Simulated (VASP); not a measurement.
A run of VASP 6.6.1:

INCAR

```
PREC = Accurate
ENCUT = 520
EDIFF = 1E-6
ISMEAR = -1
SIGMA = 0.02
LREAL = F
LASPH = T
NELM = 100
ALGO = Normal
ISIF = 2
LWAVE = F
LCHARG = F
GGA = PE
NBANDS = 35
```

File KPOINTS:

```
Automatic mesh
0
Gamma
  4 4 4
```

Contents of POSCAR:

```
SnTe2
1.0
    6.9585660197      0.0000000000      0.0000000000
    0.0000000000      6.9585660197      0.0000000000
    0.0000000000      0.0000000000      4.4179125098
Sn Te
2 4
Direct
    0.0000000000      0.0000000000      0.0000000000
    0.5000000000      0.5000000000      0.5000000000
    0.3023537661      0.3023537661      0.0000000000
    0.1976462339      0.8023537661      0.5000000000
    0.8023537661      0.1976462339      0.5000000000
    0.6976462339      0.6976462339      0.0000000000
```

Potentials or basis: VASP PAW PBE potentials, release 64 (Sn_d, Te).

Launch:

```bash
$ cat potpaw_PBE.64/Sn_d/POTCAR potpaw_PBE.64/Te/POTCAR > POTCAR
$ mpirun -np 1 vasp_std > vasp.out
```

Hardware: 1 thread of Intel(R) Xeon(R) 6975P-C (Granite Rapids), with other jobs on the host.

Problem. How long does it take, and how much memory?

Solution. It took 61 s on 1 thread of Intel(R) Xeon(R) 6975P-C (Granite Rapids) (shared host), peak memory 0.36 GiB. Counts: scf iterations 13, k points 18.
